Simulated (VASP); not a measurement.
# CoSi (P2_13) in VASP: notebook

CoSi is run at these levels: r2SCAN; tasks: single point.

Everything below comes from runs of VASP 6.6.1. Logs are shortened: lines on timing, memory, paths and dates and some standing lists are left out, and cuts for length are marked.

## (1) The cell of the first run

It takes space group P2_13 (No. 198, cubic). Conventional cell: a = 4.438 Å, b = 4.438 Å, c = 4.438 Å, α = 90.00°, β = 90.00°, γ = 90.00°. Co (site symmetry 3) has 7 Si at 2.28 to 2.47 Å and 6 Co at 2.72 Å within 3.0 Å. Si (site symmetry 3) has 7 Co at 2.28 to 2.47 Å and 6 Si at 2.75 Å within 3.0 Å.

## (2) Single point, r2SCAN, collinear spin, ferromagnetic start

POSCAR reads:

```
CoSi
1.0
    4.4380000000      0.0000000000      0.0000000000
    0.0000000000      4.4380000000      0.0000000000
    0.0000000000      0.0000000000      4.4380000000
Co Si
4 4
Direct
    0.1400000000      0.1400000000      0.1400000000
    0.3600000000      0.8600000000      0.6400000000
    0.6400000000      0.3600000000      0.8600000000
    0.8600000000      0.6400000000      0.3600000000
    0.8430000000      0.8430000000      0.8430000000
    0.6570000000      0.1570000000      0.3430000000
    0.3430000000      0.6570000000      0.1570000000
    0.1570000000      0.3430000000      0.6570000000
```

INCAR.step1 reads:

```
ALGO     = Normal         # electronic algorithm
EDIFF    = 1E-4           # SCF threshold, eV
ENCUT    = 520            # plane-wave cutoff, eV
GGA      = PE             # functional
ISMEAR   = 0              # smearing method
ISPIN    = 2              # spin polarisation
LASPH    = T              # aspherical terms in the spheres
LCHARG   = F              # write CHGCAR
LMAXMIX  = 4              # l up to which the mixer works
LREAL    = F              # projectors in reciprocal space
LWAVE    = T              # write WAVECAR
MAGMOM   = 3 3 3 3 0 0 0 0 # initial moments
NBANDS   = 40             # bands
NELM     = 150            # most SCF steps
PREC     = Accurate       # precision mode
SIGMA    = 0.1            # smearing width, eV
```

INCAR.step2 reads:

```
ALGO     = Normal         # electronic algorithm
EDIFF    = 1E-7           # SCF threshold, eV
ENCUT    = 520            # plane-wave cutoff, eV
ISIF     = 2              # what is computed and relaxed
ISMEAR   = 0              # smearing method
ISPIN    = 2              # spin polarisation
ISTART   = 1            
LASPH    = T              # aspherical terms in the spheres
LCHARG   = F              # write CHGCAR
LMAXMIX  = 4              # l up to which the mixer works
LMIXTAU  = T            
LORBIT   = 11             # projections on sites
LREAL    = F              # projectors in reciprocal space
LWAVE    = F              # write WAVECAR
MAGMOM   = 3 3 3 3 0 0 0 0 # initial moments
METAGGA  = R2SCAN         # meta-GGA
NBANDS   = 40             # bands
NELM     = 150            # most SCF steps
PREC     = Accurate       # precision mode
SIGMA    = 0.1            # smearing width, eV
```

KPOINTS reads:

```
k-points
0
Gamma
  4 4 4
```

Potentials or basis: VASP PAW PBE potentials, release 64 (Co, Si).

Started as:

```bash
$ cat potpaw_PBE.64/Co/POTCAR potpaw_PBE.64/Si/POTCAR > POTCAR
$ cp INCAR.step1 INCAR
$ mpirun -np 1 vasp_std > vasp.out
$ cp INCAR.step2 INCAR
$ mpirun -np 1 vasp_std > vasp.out
```

OUTCAR:

```text
EDIFF = 1E-7
   ENCUT = 520
   ISIF = 2
   ISMEAR = 0
   ISPIN = 2
   ISTART = 1
   LASPH = T
   LORBIT = 11
   LREAL = F
   METAGGA = R2SCAN
   NELM = 150
   PREC = Accurate

 ion  position               nearest neighbor table
   1  0.140  0.140  0.140-   5 2.28   6 2.33   7 2.33   8 2.33   7 2.47   8 2.47   6 2.47   2 2.72
                             4 2.72   2 2.72   4 2.72   3 2.72   3 2.72
   2  0.360  0.860  0.640-   6 2.28   5 2.33   7 2.33   8 2.33   7 2.47   8 2.47   5 2.47   1 2.72
                             3 2.72   1 2.72   3 2.72   4 2.72   4 2.72
   3  0.640  0.360  0.860-   7 2.28   6 2.33   5 2.33   8 2.33   8 2.47   6 2.47   5 2.47   4 2.72
                             2 2.72   2 2.72   4 2.72   1 2.72   1 2.72
   4  0.860  0.640  0.360-   8 2.28   6 2.33   7 2.33   5 2.33   6 2.47   5 2.47   7 2.47   3 2.72
                             1 2.72   1 2.72   3 2.72   2 2.72   2 2.72
   5  0.843  0.843  0.843-   1 2.28   2 2.33   3 2.33   4 2.33   3 2.47   4 2.47   2 2.47   6 2.75
                             7 2.75   8 2.75   6 2.75   8 2.75   7 2.75
   6  0.657  0.157  0.343-   2 2.28   1 2.33   3 2.33   4 2.33   3 2.47   4 2.47   1 2.47   8 2.75
                             5 2.75   5 2.75   7 2.75   7 2.75   8 2.75
   7  0.343  0.657  0.157-   3 2.28   2 2.33   1 2.33   4 2.33   4 2.47   2 2.47   1 2.47   8 2.75
                             5 2.75   8 2.75   6 2.75   6 2.75   5 2.75
   8  0.157  0.343  0.657-   4 2.28   2 2.33   3 2.33   1 2.33   2 2.47   1 2.47   3 2.47   7 2.75
                             5 2.75   7 2.75   5 2.75   6 2.75   6 2.75

  LATTYP: Found a simple cubic cell.
 ALAT       =     4.4380000000

  Lattice vectors:

 A1 = (   4.4380000000,   0.0000000000,   0.0000000000)
 A2 = (   0.0000000000,   4.4380000000,   0.0000000000)
 A3 = (   0.0000000000,   0.0000000000,   4.4380000000)

Analysis of symmetry for initial positions (statically):
=====================================================================
 Subroutine PRICEL returns:
 Original cell was already a primitive cell.

 Routine SETGRP: Setting up the symmetry group for a
 simple cubic supercell.

 Subroutine GETGRP returns: Found 12 space group operations
 (whereof  3 operations were pure point group operations)
 out of a pool of 48 trial point group operations.

The static configuration has the point symmetry C_3 .
 The point group associated with its full space group is T   .

Analysis of symmetry for dynamics (positions and initial velocities):
=====================================================================
 Subroutine PRICEL returns:
 Original cell was already a primitive cell.

 Routine SETGRP: Setting up the symmetry group for a
 simple cubic supercell.

 Subroutine GETGRP returns: Found 12 space group operations
 (whereof  3 operations were pure point group operations)
 out of a pool of 48 trial point group operations.
[... 165 lines left out ...]

 E-fermi :  11.9874     XC(G=0): -13.8725

 val. band max:       11.9646171149   @ k =   0.0000   0.0000   0.0000
 cond. band min:      12.2587149741   @ k =   0.5000   0.5000   0.2500
 fundamental gap:      0.2940978591
 Fermi energy:        11.9873874035

 spin component 1

 k-point     1 :       0.0000    0.0000    0.0000
  band No.  band energies     occupation
      1      -2.4261      1.00000
      2       3.3854      1.00000
      3       3.3854      1.00000
      4       3.3854      1.00000
      5       6.1745      1.00000
      6       6.1745      1.00000
[... 440 lines left out ...]
     37      20.1129      0.00000
     38      20.1129      0.00000
 Fermi energy:        11.9873874035

 spin component 2

 k-point     1 :       0.0000    0.0000    0.0000
  band No.  band energies     occupation
      1      -2.4261      1.00000
      2       3.3854      1.00000
      3       3.3854      1.00000
      4       3.3854      1.00000
      5       6.1745      1.00000
      6       6.1745      1.00000
[... 440 lines left out ...]
     37      20.1129      0.00000
     38      20.1129      0.00000
 [bands above 38 left out]

------------------------ aborting loop because EDIFF is reached ----------------------------------------

  FORCE on cell =-STRESS in cart. coord.  units (eV):
  Direction    XX          YY          ZZ          XY          YZ          ZX
  --------------------------------------------------------------------------------------
  -------------------------------------------------------------------------------------
  Total       -4.1098168     -4.1098168     -4.1098168     -0.0000000      0.0000000      0.0000000
  in kB      -75.3305532    -75.3305532    -75.3305532     -0.0000000      0.0000000      0.0000000
  external PRESSURE =     -75.3305532 kB  Pullay stress =       0.0000000 kB

 VOLUME and BASIS-vectors are now :
 -----------------------------------------------------------------------------
  energy-cutoff  :      520.00
  volume of cell :       87.41
      direct lattice vectors                 reciprocal lattice vectors
     4.438000000  0.000000000  0.000000000     0.225326724  0.000000000  0.000000000
     0.000000000  4.438000000  0.000000000     0.000000000  0.225326724  0.000000000
     0.000000000  0.000000000  4.438000000     0.000000000  0.000000000  0.225326724

 POSITION                                       TOTAL-FORCE (eV/Angst)
 -----------------------------------------------------------------------------------
      0.62132      0.62132      0.62132         0.138569      0.138569      0.138569
      1.59768      3.81668      2.84032        -0.138569     -0.138569      0.138569
      2.84032      1.59768      3.81668         0.138569     -0.138569     -0.138569
      3.81668      2.84032      1.59768        -0.138569      0.138569     -0.138569
      3.74123      3.74123      3.74123        -0.021700     -0.021700     -0.021700
      2.91577      0.69677      1.52223         0.021700      0.021700     -0.021700
      1.52223      2.91577      0.69677        -0.021700      0.021700      0.021700
      0.69677      1.52223      2.91577         0.021700     -0.021700      0.021700
 -----------------------------------------------------------------------------------
    total drift:                               -0.000000      0.000000      0.000000

  FREE ENERGIE OF THE ION-ELECTRON SYSTEM (eV)
  ---------------------------------------------------
  free  energy   TOTEN  =       -91.8735673619 eV

  energy  without entropy=      -91.8647378068  energy(sigma->0) =      -91.86915258

 total charge

# of ion       s       p       d       tot
------------------------------------------
    1        0.451   0.647   7.568   8.666
    2        0.451   0.647   7.568   8.666
    3        0.451   0.647   7.568   8.666
    4        0.451   0.647   7.568   8.666
    5        0.714   0.889   0.000   1.603
    6        0.714   0.889   0.000   1.603
    7        0.714   0.889   0.000   1.603
    8        0.714   0.889   0.000   1.603
--------------------------------------------------
tot          4.662   6.145  30.271  41.079

 magnetization (x)

# of ion       s       p       d       tot
------------------------------------------
    1        0.000  -0.000  -0.000  -0.000
    2        0.000  -0.000  -0.000  -0.000
    3        0.000  -0.000  -0.000  -0.000
    4        0.000  -0.000  -0.000  -0.000
    5       -0.000  -0.000   0.000  -0.000
    6       -0.000  -0.000   0.000  -0.000
    7       -0.000  -0.000   0.000  -0.000
    8       -0.000  -0.000   0.000  -0.000
--------------------------------------------------
tot         -0.000  -0.000  -0.000  -0.000
```

OUTCAR.step1:

```text
EDIFF = 1E-4
   ENCUT = 520
   GGA = PE
   ISMEAR = 0
[... 1165 lines left out ...]
      3.74123      3.74123      3.74123        -0.018853     -0.018853     -0.018853
      2.91577      0.69677      1.52223         0.018853      0.018853     -0.018853
      1.52223      2.91577      0.69677        -0.018853      0.018853      0.018853
      0.69677      1.52223      2.91577         0.018853     -0.018853      0.018853
 -----------------------------------------------------------------------------------
    total drift:                               -0.000000      0.000000      0.000000

  FREE ENERGIE OF THE ION-ELECTRON SYSTEM (eV)
  ---------------------------------------------------
  free  energy   TOTEN  =       -54.7385305897 eV

  energy  without entropy=      -54.7300233969  energy(sigma->0) =      -54.73427699
```

Wall time 7.4 min (1 thread of Intel Xeon 8259CL, shared host); peak memory 0.29 GiB.

What came out:

```yaml
Free_energy: -91.8736 eV
Pressure: -7.5 GPa
Largest_force: 0.240 eV/Å
Band_gap_on_the_k_mesh: zero (filled and empty bands overlap)
Net_moment: 0.00 μB per cell
Valence_electrons_inside_the_program's_atomic_spheres: Co 8.67; Si 1.60
```

Forces in eV/Å, atoms in the order of the input:
```
Co   0.139  0.139  0.139
Co  -0.139 -0.139  0.139
Co   0.139 -0.139 -0.139
Co  -0.139  0.139 -0.139
Si  -0.022 -0.022 -0.022
Si   0.022  0.022 -0.022
Si  -0.022  0.022  0.022
Si   0.022 -0.022  0.022
```

Caveat: the cell stands under tension; the moments typed at the start vanished in this run; the PAW data sets were made with another functional, which shifts forces and pressure a little.

## (3) Single point, r2SCAN (10.21 Å³/atom)

This run uses another cell than the first one, of 10.21 Å³/atom.

POSCAR reads:

```
CoSi
1.0
    4.3387816610      0.0000000000      0.0000000000
    0.0000000000      4.3387816610      0.0000000000
    0.0000000000      0.0000000000      4.3387816610
Co Si
4 4
Direct
    0.1465820865      0.1465820865      0.1465820865
    0.3534179135      0.8534179135      0.6465820865
    0.6465820865      0.3534179135      0.8534179135
    0.8534179135      0.6465820865      0.3534179135
    0.8439502294      0.8439502294      0.8439502294
    0.6560497706      0.1560497706      0.3439502294
    0.3439502294      0.6560497706      0.1560497706
    0.1560497706      0.3439502294      0.6560497706
```

INCAR.step1 reads:

```
PREC = Accurate ; ENCUT = 520
ISMEAR = 0 ; SIGMA = 0.1
LREAL = F ; LASPH = T
NELM = 80 ; NBANDS = 36
GGA = PE ; ALGO = Normal
EDIFF = 1E-4 ; LWAVE = T
LCHARG = F
```

INCAR.step2 reads:

```
PREC = Accurate ; ENCUT = 520
EDIFF = 1E-6 ; ISMEAR = 0
SIGMA = 0.1 ; LREAL = F
LASPH = T ; NELM = 80
ALGO = Normal ; ISIF = 2
LWAVE = F ; LCHARG = F
METAGGA = R2SCAN ; LMIXTAU = T
NBANDS = 36 ; ISTART = 1
```

KPOINTS reads:

```
regular mesh
0
Gamma
  8 8 8
```

Potentials or basis: VASP PAW PBE potentials, release 64 (Co, Si).

Started as:

```bash
$ cat potpaw_PBE.64/Co/POTCAR potpaw_PBE.64/Si/POTCAR > POTCAR
$ cp INCAR.step1 INCAR
$ mpirun -np 1 vasp_std > vasp.out
$ cp INCAR.step2 INCAR
$ mpirun -np 1 vasp_std > vasp.out
```

Wall time 5.9 min (1 thread of Intel Xeon 8259CL, shared host); peak memory 0.25 GiB.

It converged, with:

```
Free energy            : -91.9024 eV
Pressure               : 8.2 GPa
Largest force          : 0.007 eV/Å
Band gap on the k mesh : zero (bands 26 and 27 overlap by 0.22 eV)
```

Forces in eV/Å, atoms in the order of the input:
```
Co   0.001  0.001  0.001
Co  -0.001 -0.001  0.001
Co   0.001 -0.001 -0.001
Co  -0.001  0.001 -0.001
Si   0.004  0.004  0.004
Si  -0.004 -0.004  0.004
Si   0.004 -0.004 -0.004
Si  -0.004  0.004 -0.004
```

Levels at points of the mesh, in eV from the Fermi level:
```
           k point  band 22  band 23  band 24  band 25  band 26  band 27  band 28  band 29  band 30  band 31
(0.00, 0.00, 0.00)    -1.09    -0.94    -0.94    -0.02    -0.02    -0.02     2.99     2.99     2.99     3.22
(0.50, 0.00, 0.00)    -1.23    -0.77    -0.77    -0.56    -0.56     1.11     1.11     1.80     1.80     4.69
(0.50, 0.50, 0.00)    -1.71    -1.18    -1.18    -0.07    -0.07     0.70     0.70     2.39     2.39     2.85
(0.50, 0.50, 0.50)    -1.43    -1.43    -1.43    -0.24    -0.24    -0.24    -0.24     6.29     6.29     6.29
```

Caveat: the cell stands under pressure; the PAW data sets were made with another functional, which shifts forces and pressure a little; the run has no spin polarisation, though such a crystal can be magnetic.

(Part 1 of 3 ends here.)

The gap in the log of VASP goes by the Fermi energy; the results here count the filled bands.